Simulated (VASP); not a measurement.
# Fe (P6/mmm) in VASP: single point with PBE

Aim: the single point of Fe with PBE.

Everything below comes from runs of VASP 6.6.1. Logs are shortened: lines on timing, memory, paths and dates and some standing lists are left out, and cuts for length are marked.

## Step 1: The cell of the first run

The structure is hexagonal, space group P6/mmm (No. 191). The conventional cell has a = 2.479 Å, b = 2.479 Å, c = 2.381 Å, α = 90.00°, β = 90.00°, γ = 120.00°. Within 3.1 Å of Fe (site symmetry 6/mmm) lie 8 Fe at 2.38 to 2.48 Å.

## Step 2: Single point, PBE, collinear spin, ferromagnetic start

Contents of INCAR:

```
SYSTEM = Fe
ALGO = Normal
EDIFF = 1E-6
ENCUT = 520
GGA = PE
ISIF = 2
ISMEAR = 0
ISPIN = 2
LASPH = .TRUE.
LCHARG = .TRUE.
LELF = .TRUE.
LMAXMIX = 4
LORBIT = 11
LREAL = .FALSE.
LVHAR = .TRUE.
LWAVE = .FALSE.
MAGMOM = 2.45
NBANDS = 14
NELM = 150
PREC = Accurate
SIGMA = 0.1
```

Contents of KPOINTS:

```
k-points
0
G
  27 27 24
  0 0 0
```

Contents of POSCAR:

```
Fe
1.0
    2.4792140067      0.0000000000      0.0000000000
   -1.2396070033      2.1470623112      0.0000000000
    0.0000000000      0.0000000000      2.3807639362
Fe
1
Direct
    0.0000000000      0.0000000000      0.0000000000
```

Potentials or basis: VASP PAW PBE potentials, release 64 (Fe).

The run is started by

```bash
$ cat potpaw_PBE.64/Fe/POTCAR > POTCAR
$ mpirun -np 1 vasp_std > vasp.out
```

OUTCAR:

```text
SYSTEM = Fe
   EDIFF = 1E-6
   ENCUT = 520
   GGA = PE
   ISIF = 2
   ISMEAR = 0
   ISPIN = 2
   LASPH = .TRUE.
   LORBIT = 11
   LREAL = .FALSE.
   NELM = 150
   PREC = Accurate

 ion  position               nearest neighbor table
   1  0.000  0.000  0.000-

  LATTYP: Found a hexagonal cell.
 ALAT       =     2.4792140067
 C/A-ratio  =     0.9602898055

  Lattice vectors:

 A1 = (   2.4792140067,   0.0000000000,   0.0000000000)
 A2 = (  -1.2396070033,   2.1470623112,   0.0000000000)
 A3 = (   0.0000000000,   0.0000000000,   2.3807639362)

Analysis of symmetry for initial positions (statically):
=====================================================================
 Subroutine PRICEL returns:
 Original cell was already a primitive cell.

 Routine SETGRP: Setting up the symmetry group for a
 hexagonal supercell.

 Subroutine GETGRP returns: Found 24 space group operations
 (whereof 24 operations were pure point group operations)
 out of a pool of 24 trial point group operations.

The static configuration has the point symmetry D_6h.

Analysis of symmetry for dynamics (positions and initial velocities):
=====================================================================
 Subroutine PRICEL returns:
 Original cell was already a primitive cell.

 Routine SETGRP: Setting up the symmetry group for a
 hexagonal supercell.

 Subroutine GETGRP returns: Found 24 space group operations
 (whereof 24 operations were pure point group operations)
 out of a pool of 24 trial point group operations.

The dynamic configuration has the point symmetry D_6h.

Analysis of structural, dynamic, and magnetic symmetry:
=====================================================================
 Subroutine PRICEL returns:
 Original cell was already a primitive cell.

 Routine SETGRP: Setting up the symmetry group for a
 hexagonal supercell.

 Subroutine GETGRP returns: Found 24 space group operations
 (whereof 24 operations were pure point group operations)
 out of a pool of 24 trial point group operations.

The overall configuration has the point symmetry D_6h.

 Subroutine INISYM returns: Found 24 space group operations
 (whereof 24 operations are pure point group operations),
 and found     1 'primitive' translations

----------------------------------------------------------------------------------------

                                     Primitive cell

  volume of cell :      12.6729

  direct lattice vectors                    reciprocal lattice vectors
     2.479214007  0.000000000  0.000000000     0.403353642  0.232876334  0.000000000
    -1.239607003  2.147062311  0.000000000     0.000000000  0.465752668  0.000000000
     0.000000000  0.000000000  2.380763936     0.000000000  0.000000000  0.420033244

  length of vectors
     2.479214007  2.479214007  2.380763936     0.465752668  0.465752668  0.420033244

  position of ions in fractional coordinates (direct lattice)
     0.000000000  0.000000000  0.000000000

  ion indices of the primitive-cell ions
   primitive index   ion index
                 1           1

----------------------------------------------------------------------------------------

 KPOINTS: k-points

Automatic generation of k-mesh.
 Grid dimensions read from file:
 generate k-points for:   27   27   24

 Generating k-lattice:

  Cartesian coordinates                     Fractional coordinates (reciprocal lattice)
     0.014939024  0.008625049  0.000000000     0.037037037  0.000000000  0.000000000
     0.000000000  0.017250099  0.000000000     0.000000000  0.037037037  0.000000000
     0.000000000  0.000000000  0.017501385     0.000000000  0.000000000  0.041666667

  Length of vectors
     0.017250099  0.017250099  0.017501385

  Shift w.r.t. Gamma in fractional coordinates (k-lattice)
     0.000000000  0.000000000  0.000000000

 Subroutine IBZKPT returns following result:
 ===========================================

 Found    975 irreducible k-points:

 Following reciprocal coordinates:
            Coordinates               Weight
  0.000000  0.000000  0.000000      1.000000
  0.037037 -0.000000  0.000000      6.000000
  0.074074 -0.000000  0.000000      6.000000
  0.111111  0.000000  0.000000      6.000000
  0.148148  0.000000  0.000000      6.000000
  0.185185  0.000000  0.000000      6.000000
[... 16 lines left out ...]
  0.333333  0.037037  0.000000     12.000000
  0.370370  0.037037  0.000000     12.000000
 [... further k-points ...]
   k-points           NKPTS =    975   k-points in BZ     NKDIM =    975   number of bands    NBANDS=     14
   number of dos      NEDOS =    301   number of ions     NIONS =      1
   total plane-waves  NPLWV =   5832
   dimension x,y,z NGX =    18 NGY =   18 NGZ =   18
   dimension x,y,z NGXF=    36 NGYF=   36 NGZF=   36
   ions per type =               1
   NGX,Y,Z   is equivalent  to a cutoff of  12.07, 12.07, 12.57 a.u.
   NGXF,Y,Z  is equivalent  to a cutoff of  24.14, 24.14, 25.14 a.u.
 SYSTEM =  Fe
   PREC   = accura    normal or accurate (medium, high low for compatibility)
   ISTART =      0    job   : 0-new  1-cont  2-samecut
   ICHARG =      2    charge: 1-file 2-atom 10-const
   ISPIN  =      2    spin polarized calculation?
   LNONCOLLINEAR =      F non collinear calculations
   LSORBIT =      F    spin-orbit coupling
   LASPH  =      T    aspherical Exc in radial PAW
   ENCUT  =  520.0 eV  38.22 Ry    6.18 a.u.   4.61  4.61  4.43*2*pi/ulx,y,z
   NELM   =    150;   NELMIN=  2; NELMDL= -5     # of ELM steps
   EDIFF  = 0.1E-05   stopping-criterion for ELM
   LREAL  =      F    real-space projection
   EDIFFG = 0.1E-04   stopping-criterion for IOM
   NSW    =      0    number of steps for IOM
   IBRION =     -1    ionic relax: 0-MD 1-quasi-New 2-CG
   NFREE  =      0    steps in history (QN), initial steepest desc. (CG)
   ISIF   =      2    stress and relaxation
   ISYM   =      2    0-nonsym 1-usesym 2-fastsym
   POTIM  = 0.5000    time-step for ionic-motion
   TEBEG  =    0.0;   TEEND  =   0.0 temperature during run
   PSTRESS=    0.0 pullay stress
   NELECT =       8.0000    total number of electrons
   NUPDOWN=      -1.0000    fix difference up-down
   EMIN   =  10.00;   EMAX   =-10.00  energy-range for DOS
   EFERMI =   0.00;   METHOD = LEGACY
   ISMEAR =     0;   SIGMA  =   0.10  broadening in eV -4-tet -1-fermi 0-gaus
   EFERMI_NEDOS =   21; number of points for ismear=-14 and -15
   IALGO  =     38    algorithm
   IMIX   =      4    mixing-type and parameters
     AMIX     =   0.40;   BMIX     =  1.00
     AMIX_MAG =   1.60;   BMIX_MAG =  1.00
  volume/ion in A,a.u.               =      12.67        85.52
  Fermi-wavevector in a.u.,A,eV,Ry     =   1.404364  2.653864 26.833947  1.972240
  Thomas-Fermi vector in A             =   2.526933
   LORBIT       =     11    0 simple, 1 ext, 2 COOP (PROOUT), +10 PAW based schemes
   GGA     = PE    functional components
   LHFCALC =     F    Hartree Fock is set to
   AEXX    =    0.0000 exact exchange contribution
   IVDW    =     0    specifies the selected vdW correction
   LEPSILON=     F    determine dielectric tensor
   LRPA    =     F    only Hartree local field effects (RPA)
 spin polarized calculation
 Gauss-broadening in eV      SIGMA  =   0.10
  energy-cutoff  :      520.00
  volume of cell :       12.67
 maximum number of plane-waves:       356
   NGX =  9   NGY =  9   NGZ =  9

 number of electron       8.0000000 magnetization       2.4651795

 Free energy of the ion-electron system (eV)
  ---------------------------------------------------
  ext. energy  EPLUGINS =         0.00000000
  ---------------------------------------------------
  free energy    TOTEN  =        -7.77543308 eV

  energy without entropy =       -7.77060157  energy(sigma->0) =       -7.77301732

 E-fermi :   5.1031     XC(G=0): -12.4441

 val. band max:        5.1027776409   @ k =   0.3333   0.0741   0.4583
 cond. band min:       5.1032993419   @ k =   0.0741   0.0741   0.4583
 fundamental gap:      0.0005217010
 Fermi energy:         5.1031035688

 spin component 1

 k-point     1 :       0.0000    0.0000    0.0000
  band No.  band energies     occupation
      1      -3.0343      1.00000
      2       1.0888      1.00000
      3       2.7523      1.00000
      4       2.7523      1.00000
      5       4.3636      1.00000
      6       4.3636      1.00000
      7      23.1440      0.00000
      8      26.7453      0.00000
      9      28.2400      0.00000
     10      30.2591      0.00000
     11      30.2591      0.00000
     12      32.1290      0.00000
     13      32.1290      0.00000
     14      39.0706      0.00000

 k-point     2 :       0.0370   -0.0000    0.0000
  band No.  band energies     occupation
      1      -2.9848      1.00000
      2       1.1022      1.00000
      3       2.7306      1.00000
      4       2.7780      1.00000
      5       4.3449      1.00000
      6       4.3602      1.00000
      7      23.2133      0.00000
      8      26.5134      0.00000
      9      28.2156      0.00000
     10      29.5948      0.00000
     11      29.6776      0.00000
     12      32.7572      0.00000
     13      32.9199      0.00000
     14      39.3683      0.00000
[... 343 lines left out ...]
      1       0.1241      1.00000
      2       1.4774      1.00000
      3       2.9975      1.00000
      4       3.3690      1.00000
      5       4.1563      1.00000
      6       4.5412      1.00000
      7      14.1637      0.00000
      8      21.7718      0.00000
      9      27.3815      0.00000
     10      28.5621      0.00000
     11      29.2159      0.00000
     12      37.8820      0.00000
     13      39.9136      0.00000
     14      42.1588      0.00000

 k-point    24 :       0.3704    0.0370    0.0000
  band No.  band energies     occupation
      1       0.2899      1.00000
      2       1.5473      1.00000
      3       3.2760      1.00000
      4       3.4772      1.00000
      5       4.1349      1.00000
      6       4.7946      0.99999
      7      12.8641      0.00000
      8      21.3191      0.00000
      9      27.2944      0.00000
     10      29.3483      0.00000
     11      29.5663      0.00000
     12      36.6635      0.00000
     13      39.0433      0.00000
     14      42.7874      0.00000

 [... further k-points ...]

 spin component 2

 k-point     1 :       0.0000    0.0000    0.0000
  band No.  band energies     occupation
      1      -2.7372      1.00000
      2       2.5829      1.00000
      3       4.9781      0.96143
      4       4.9781      0.96143
      5       7.6075      0.00000
      6       7.6075      0.00000
      7      23.8124      0.00000
      8      26.4798      0.00000
      9      28.6518      0.00000
     10      31.2220      0.00000
     11      31.2220      0.00000
     12      32.6381      0.00000
     13      32.6381      0.00000
     14      39.2823      0.00000

 k-point     2 :       0.0370   -0.0000    0.0000
  band No.  band energies     occupation
      1      -2.6875      1.00000
      2       2.5975      1.00000
      3       4.9494      0.98515
      4       5.0065      0.91409
      5       7.5839      0.00000
      6       7.6035      0.00000
      7      23.8862      0.00000
      8      26.3124      0.00000
      9      28.6437      0.00000
     10      30.4229      0.00000
     11      30.5369      0.00000
     12      33.3689      0.00000
     13      33.4613      0.00000
     14      39.6090      0.00000
[... 343 lines left out ...]
      1       0.8941      1.00000
      2       3.1041      1.00000
      3       4.2325      1.00000
      4       6.3952      0.00000
      5       6.9495      0.00000
      6       7.3637      0.00000
      7      15.1778      0.00000
      8      22.4067      0.00000
      9      27.9809      0.00000
     10      29.1971      0.00000
     11      29.4019      0.00000
     12      38.4937      0.00000
     13      39.9673      0.00000
     14      42.6489      0.00000

 k-point    24 :       0.3704    0.0370    0.0000
  band No.  band energies     occupation
      1       1.3228      1.00000
      2       3.1173      1.00000
      3       4.4283      1.00000
      4       6.2855      0.00000
      5       7.2027      0.00000
      6       7.3386      0.00000
      7      13.9994      0.00000
      8      21.9316      0.00000
      9      27.9025      0.00000
     10      29.2947      0.00000
     11      30.4078      0.00000
     12      37.3225      0.00000
     13      39.1289      0.00000
     14      43.2311      0.00000

 [... further k-points ...]

------------------------ aborting loop because EDIFF is reached ----------------------------------------

  FORCE on cell =-STRESS in cart. coord.  units (eV):
  Direction    XX          YY          ZZ          XY          YZ          ZX
  --------------------------------------------------------------------------------------
  -------------------------------------------------------------------------------------
  Total       -0.0053164     -0.0053164     -0.0487125     -0.0000000     -0.0000000      0.0000000
  in kB       -0.6721334     -0.6721334     -6.1585187     -0.0000000     -0.0000000      0.0000000
  external PRESSURE =      -2.5009285 kB  Pullay stress =       0.0000000 kB

 VOLUME and BASIS-vectors are now :
 -----------------------------------------------------------------------------
  energy-cutoff  :      520.00
  volume of cell :       12.67
      direct lattice vectors                 reciprocal lattice vectors
     2.479214007  0.000000000  0.000000000     0.403353642  0.232876334  0.000000000
    -1.239607003  2.147062311  0.000000000     0.000000000  0.465752668  0.000000000
     0.000000000  0.000000000  2.380763936     0.000000000  0.000000000  0.420033244

 POSITION                                       TOTAL-FORCE (eV/Angst)
 -----------------------------------------------------------------------------------
      0.00000      0.00000      0.00000        -0.000000      0.000000      0.000000
 -----------------------------------------------------------------------------------
    total drift:                               -0.000000      0.000000      0.000000

  FREE ENERGIE OF THE ION-ELECTRON SYSTEM (eV)
  ---------------------------------------------------
  free  energy   TOTEN  =        -7.7754330752 eV

  energy  without entropy=       -7.7706015721  energy(sigma->0) =       -7.77301732

 total charge

# of ion       s       p       d       tot
------------------------------------------
    1        0.486   0.454   6.233   7.173

 magnetization (x)

# of ion       s       p       d       tot
------------------------------------------
    1        0.001  -0.017   2.471   2.455
```

Wall time 1.9 min (1 thread of Intel Xeon 6975P-C (Granite Rapids), shared host); peak memory 0.34 GiB.

Results:

* Free energy: -7.7754 eV
* Pressure: -0.3 GPa
* Net moment: 2.47 μB per cell
* Site moments: Fe +2.46 μB
* Valence electrons inside the program's atomic spheres: Fe 7.17

Stress tensor (GPa, compression positive):
```
-0.07  0.00  0.00
 0.00 -0.07  0.00
 0.00  0.00 -0.62
```
